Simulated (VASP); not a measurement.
# Ti12S in VASP: single point with PBE

Aim: the single point of Ti12S with PBE.

Everything below comes from runs of VASP 6.6.1. Logs are shortened: lines on timing, memory, paths and dates and some standing lists are left out, and cuts for length are marked.

### 1 The cell of the first run

The cell holds a slab with vacuum, 13 atoms: a = 5.815 Å, b = 5.815 Å, c = 19.306 Å, α = 90.00°, β = 90.00°, γ = 90.00°.

### 2 Single point, PBE

Input file INCAR:

```
SYSTEM = Ti12S
PREC = Accurate ; ENCUT = 520
EDIFF = 1E-6 ; ISMEAR = 0
SIGMA = 0.1 ; LREAL = .False.
LASPH = .True. ; NELM = 80
ALGO = Normal ; ISIF = 2
LWAVE = .False. ; LCHARG = .False.
LDIPOL = .True. ; IDIPOL = 3
DIPOL = 0.5 0.5 0.320 ; GGA = PE
NBANDS = 87
```

Input file KPOINTS:

```
regular mesh
0
Gamma
  5 5 1
  0 0 0
```

Input file POSCAR:

```
Ti12S
1.0
    5.8150893847      0.0000000000      0.0000000000
    0.0000000000      5.8150893847      0.0000000000
    0.0000000000      0.0000000000     19.3059825527
Ti S
12 1
Direct
    0.2500000000      0.2500000000      0.2071896620
    0.2500000000      0.7500000000      0.2071896620
    0.7500000000      0.2500000000      0.2071896620
    0.7500000000      0.7500000000      0.2071896620
    0.0000000000      0.0000000000      0.3057583567
    0.0000000000      0.5000000000      0.3057583567
    0.5000000000      0.0000000000      0.3057583567
    0.5000000000      0.5000000000      0.3057583567
    0.2500000000      0.2500000000      0.4043297217
    0.2500000000      0.7500000000      0.4043297217
    0.7500000000      0.2500000000      0.4043297217
    0.7500000000      0.7500000000      0.4043297217
    0.4166666667      0.5000000000      0.4867713007
```

Potentials or basis: VASP PAW PBE potentials, release 64 (Ti_sv, S).

Started as:

```
cat potpaw_PBE.64/Ti_sv/POTCAR potpaw_PBE.64/S/POTCAR > POTCAR
mpirun -np 1 vasp_std > vasp.out
```

OUTCAR:

```text
SYSTEM = Ti12S
   PREC = Accurate
   ENCUT = 520
   EDIFF = 1E-6
   ISMEAR = 0
   LREAL = .False.
   LASPH = .True.
   NELM = 80
   ISIF = 2
   GGA = PE

 ion  position               nearest neighbor table
   1  0.250  0.250  0.207-   5 2.80   6 2.80   7 2.80   8 2.80   2 2.91   3 2.91   2 2.91   3 2.91

   2  0.250  0.750  0.207-   5 2.80   6 2.80   7 2.80   8 2.80   1 2.91   4 2.91   1 2.91   4 2.91

   3  0.750  0.250  0.207-   5 2.80   6 2.80   7 2.80   8 2.80   1 2.91   4 2.91   4 2.91   1 2.91
[... 4 lines left out ...]
                             6 2.91   7 2.91   6 2.91   7 2.91
   6  0.000  0.500  0.306-   1 2.80   2 2.80   3 2.80   4 2.80   9 2.80  10 2.80  11 2.80  12 2.80
                             5 2.91   8 2.91   5 2.91   8 2.91
   7  0.500  0.000  0.306-   1 2.80   2 2.80   3 2.80   4 2.80   9 2.80  10 2.80  11 2.80  12 2.80
                             5 2.91   8 2.91   8 2.91   5 2.91
   8  0.500  0.500  0.306-   1 2.80   2 2.80   3 2.80   4 2.80   9 2.80  10 2.80  11 2.80  12 2.80
                             6 2.91   7 2.91   7 2.91   6 2.91
   9  0.250  0.250  0.404-  13 2.36   6 2.80   7 2.80   8 2.80   5 2.80  11 2.91  10 2.91  10 2.91
                            11 2.91
  10  0.250  0.750  0.404-  13 2.36   6 2.80   7 2.80   8 2.80   5 2.80  12 2.91   9 2.91   9 2.91
                            12 2.91
  11  0.750  0.250  0.404-   5 2.80   6 2.80   7 2.80   8 2.80   9 2.91  12 2.91  12 2.91   9 2.91

  12  0.750  0.750  0.404-   5 2.80   6 2.80   7 2.80   8 2.80  10 2.91  11 2.91  11 2.91  10 2.91

  13  0.417  0.500  0.487-   9 2.36  10 2.36

  LATTYP: Found a simple tetragonal cell.
 ALAT       =     5.8150893847
 C/A-ratio  =     3.3199803607

  Lattice vectors:

 A1 = (   5.8150893847,   0.0000000000,   0.0000000000)
 A2 = (   0.0000000000,   5.8150893847,   0.0000000000)
 A3 = (   0.0000000000,   0.0000000000,  19.3059825527)

Analysis of symmetry for initial positions (statically):
=====================================================================
 Subroutine PRICEL returns:
 Original cell was already a primitive cell.

 Routine SETGRP: Setting up the symmetry group for a
 simple tetragonal supercell.

 Subroutine GETGRP returns: Found  2 space group operations
 (whereof  2 operations were pure point group operations)
 out of a pool of 16 trial point group operations.

The static configuration has the point symmetry C_1h.

Analysis of symmetry for dynamics (positions and initial velocities):
=====================================================================
 Subroutine PRICEL returns:
 Original cell was already a primitive cell.

 Routine SETGRP: Setting up the symmetry group for a
 simple tetragonal supercell.

 Subroutine GETGRP returns: Found  2 space group operations
 (whereof  2 operations were pure point group operations)
 out of a pool of 16 trial point group operations.

The dynamic configuration has the point symmetry C_1h.

 Subroutine INISYM returns: Found  2 space group operations
 (whereof  2 operations are pure point group operations),
 and found     1 'primitive' translations

----------------------------------------------------------------------------------------

                                     Primitive cell

  volume of cell :     652.8369

  direct lattice vectors                    reciprocal lattice vectors
     5.815089385  0.000000000  0.000000000     0.171966402  0.000000000  0.000000000
     0.000000000  5.815089385  0.000000000     0.000000000  0.171966402  0.000000000
     0.000000000  0.000000000 19.305982553     0.000000000  0.000000000  0.051797416

  length of vectors
     5.815089385  5.815089385 19.305982553     0.171966402  0.171966402  0.051797416

  position of ions in fractional coordinates (direct lattice)
     0.250000000  0.250000000  0.207189662
     0.250000000  0.750000000  0.207189662
     0.750000000  0.250000000  0.207189662
     0.750000000  0.750000000  0.207189662
     0.000000000  0.000000000  0.305758357
     0.000000000  0.500000000  0.305758357
     0.500000000  0.000000000  0.305758357
     0.500000000  0.500000000  0.305758357
     0.250000000  0.250000000  0.404329722
     0.250000000  0.750000000  0.404329722
     0.750000000  0.250000000  0.404329722
     0.750000000  0.750000000  0.404329722
     0.416666667  0.500000000  0.486771301

  ion indices of the primitive-cell ions
   primitive index   ion index
[... 36 lines left out ...]
 ===========================================

 Found      9 irreducible k-points:

 Following reciprocal coordinates:
            Coordinates               Weight
  0.000000  0.000000  0.000000      1.000000
  0.200000  0.000000  0.000000      2.000000
  0.000000  0.200000  0.000000      2.000000
  0.400000  0.000000  0.000000      2.000000
  0.000000  0.400000  0.000000      2.000000
  0.200000  0.200000  0.000000      4.000000
  0.400000  0.200000  0.000000      4.000000
 -0.200000  0.400000  0.000000      4.000000
  0.400000  0.400000  0.000000      4.000000
   k-points           NKPTS =      9   k-points in BZ     NKDIM =      9   number of bands    NBANDS=     87
   number of dos      NEDOS =    301   number of ions     NIONS =     13
   total plane-waves  NPLWV = 331776
   dimension x,y,z NGX =    48 NGY =   48 NGZ =  144
   dimension x,y,z NGXF=    96 NGYF=   96 NGZF=  288
   ions per type =              12   1
   NGX,Y,Z   is equivalent  to a cutoff of  13.72, 13.72, 12.40 a.u.
   NGXF,Y,Z  is equivalent  to a cutoff of  27.45, 27.45, 24.80 a.u.
 SYSTEM =  Ti12S
   PREC   = accura    normal or accurate (medium, high low for compatibility)
   ISTART =      0    job   : 0-new  1-cont  2-samecut
   ICHARG =      2    charge: 1-file 2-atom 10-const
   ISPIN  =      1    spin polarized calculation?
   LNONCOLLINEAR =      F non collinear calculations
   LSORBIT =      F    spin-orbit coupling
   LASPH  =      T    aspherical Exc in radial PAW
   ENCUT  =  520.0 eV  38.22 Ry    6.18 a.u.  10.81 10.81 35.90*2*pi/ulx,y,z
   NELM   =     80;   NELMIN=  2; NELMDL= -5     # of ELM steps
   EDIFF  = 0.1E-05   stopping-criterion for ELM
   LREAL  =      F    real-space projection
   EDIFFG = 0.1E-04   stopping-criterion for IOM
   NSW    =      0    number of steps for IOM
   IBRION =     -1    ionic relax: 0-MD 1-quasi-New 2-CG
   NFREE  =      0    steps in history (QN), initial steepest desc. (CG)
   ISIF   =      2    stress and relaxation
   ISYM   =      2    0-nonsym 1-usesym 2-fastsym
   POTIM  = 0.5000    time-step for ionic-motion
   TEBEG  =    0.0;   TEEND  =   0.0 temperature during run
   PSTRESS=    0.0 pullay stress
   NELECT =     150.0000    total number of electrons
   NUPDOWN=      -1.0000    fix difference up-down
   EMIN   =  10.00;   EMAX   =-10.00  energy-range for DOS
   EFERMI =   0.00;   METHOD = LEGACY
   ISMEAR =     0;   SIGMA  =   0.10  broadening in eV -4-tet -1-fermi 0-gaus
   EFERMI_NEDOS =   21; number of points for ismear=-14 and -15
   IALGO  =     38    algorithm
   IMIX   =      4    mixing-type and parameters
     AMIX     =   0.40;   BMIX     =  1.00
     AMIX_MAG =   1.60;   BMIX_MAG =  1.00
  volume/ion in A,a.u.               =      50.22       338.89
  Fermi-wavevector in a.u.,A,eV,Ry     =   1.002698  1.894825 13.679355  1.005404
  Thomas-Fermi vector in A             =   2.135203
   LORBIT       =      0    0 simple, 1 ext, 2 COOP (PROOUT), +10 PAW based schemes
   GGA     = PE    functional components
   LHFCALC =     F    Hartree Fock is set to
   AEXX    =    0.0000 exact exchange contribution
   IVDW    =     0    specifies the selected vdW correction
   LEPSILON=     F    determine dielectric tensor
   LRPA    =     F    only Hartree local field effects (RPA)
 non-spin polarized calculation
 Gauss-broadening in eV      SIGMA  =   0.10
  energy-cutoff  :      520.00
  volume of cell :      652.84
 maximum number of plane-waves:     17596
 NGX is ok and might be reduce to    48
   NGX = 21   NGY = 21   NGZ = 71

 dipolmoment           0.000000      0.000000     -0.016298 electrons x Angstroem

 number of electron     150.0000053 magnetization

 dipolmoment           0.000000      0.000000      0.106153 electrons x Angstroem

 Free energy of the ion-electron system (eV)
  ---------------------------------------------------
  ext. energy  EPLUGINS =         0.00000000
  ---------------------------------------------------
  free energy    TOTEN  =       -93.96371238 eV

  energy without entropy =      -93.80142802  energy(sigma->0) =      -93.88257020

 E-fermi :   0.2227     XC(G=0):  -4.8917

 val. band max:        0.2156955229   @ k =   0.4000   0.4000   0.0000
 cond. band min:       0.2342890366   @ k =   0.0000   0.0000   0.0000
 fundamental gap:      0.0185935136
 Fermi energy:         0.2227414238

 k-point     1 :       0.0000    0.0000    0.0000
  band No.  band energies     occupation
      1     -56.6322      2.00000
      2     -56.5852      2.00000
      3     -56.5717      2.00000
      4     -56.5231      2.00000
      5     -56.5224      2.00000
      6     -56.5203      2.00000
[... 799 lines left out ...]
     86       1.1872      0.00000
     87       1.2151      0.00000

------------------------ aborting loop because EDIFF is reached ----------------------------------------

 vacuum level on the upper side and lower side of the slab       (xc-potential included)         0.175        -0.402

  FORCE on cell =-STRESS in cart. coord.  units (eV):
  Direction    XX          YY          ZZ          XY          YZ          ZX
  --------------------------------------------------------------------------------------
  -------------------------------------------------------------------------------------
  Total       -4.5644193     -3.0725517      1.5772180      0.0000000      0.0000000      1.9317371
  in kB      -11.2018930     -7.5405857      3.8707723      0.0000000      0.0000000      4.7408247
  external PRESSURE =      -4.9572355 kB  Pullay stress =       0.0000000 kB

 VOLUME and BASIS-vectors are now :
 -----------------------------------------------------------------------------
  energy-cutoff  :      520.00
  volume of cell :      652.84
      direct lattice vectors                 reciprocal lattice vectors
     5.815089385  0.000000000  0.000000000     0.171966402  0.000000000  0.000000000
     0.000000000  5.815089385  0.000000000     0.000000000  0.171966402  0.000000000
     0.000000000  0.000000000 19.305982553     0.000000000  0.000000000  0.051797416

 POSITION                                       TOTAL-FORCE (eV/Angst)
 -----------------------------------------------------------------------------------
      1.45377      1.45377      4.00000         0.040196      0.022136      0.029456
      1.45377      4.36132      4.00000         0.040196     -0.022136      0.029456
      4.36132      1.45377      4.00000        -0.034805      0.045363      0.056633
      4.36132      4.36132      4.00000        -0.034805     -0.045363      0.056633
      0.00000      0.00000      5.90297        -0.033895      0.000000     -0.239831
      0.00000      2.90754      5.90297        -0.024175      0.000000     -0.123083
      2.90754      0.00000      5.90297         0.068869      0.000000     -0.187620
      2.90754      2.90754      5.90297         0.001310      0.000000     -0.660167
      1.45377      1.45377      7.80598        -0.378088     -0.253737      0.104521
      1.45377      4.36132      7.80598        -0.378088      0.253737      0.104521
      4.36132      1.45377      7.80598        -0.260272      0.014502      0.410700
      4.36132      4.36132      7.80598        -0.260272     -0.014502      0.410700
      2.42295      2.90754      9.39760         1.253827      0.000000      0.008079
 -----------------------------------------------------------------------------------
    total drift:                               -0.000039     -0.000000      0.000195

  FREE ENERGIE OF THE ION-ELECTRON SYSTEM (eV)
  ---------------------------------------------------
  free  energy   TOTEN  =       -93.9637123799 eV

  energy  without entropy=      -93.8014280246  energy(sigma->0) =      -93.88257020

 vacuum level on the upper side and lower side of the slab         4.570         3.967
```

It took 15 min on 1 thread of AMD EPYC 9R45 (Zen 5), shared host; peak memory 0.81 GiB.

What came out:

| Quantity | Value |
| --- | --- |
| Free energy | -93.9637 eV |
| Largest force | 1.254 eV/Å |
| Band gap on the k mesh | zero (bands 75 and 76 overlap by 0.18 eV) |

Forces on the atoms (eV/Å):
```
Ti   0.040  0.022  0.029
Ti   0.040 -0.022  0.029
Ti  -0.035  0.045  0.057
Ti  -0.035 -0.045  0.057
Ti  -0.034  0.000 -0.240
Ti  -0.024  0.000 -0.123
Ti   0.069  0.000 -0.188
Ti   0.001  0.000 -0.660
Ti  -0.378 -0.254  0.105
Ti  -0.378  0.254  0.105
Ti  -0.260  0.015  0.411
Ti  -0.260 -0.015  0.411
S    1.254  0.000  0.008
```

Levels at points of the mesh, in eV from the Fermi level:
```
           k point  band 72  band 73  band 74  band 75  band 76  band 77  band 78  band 79
(0.00, 0.00, 0.00)    -0.06    -0.01     0.01     0.01     0.13     0.45     0.65     0.75
```
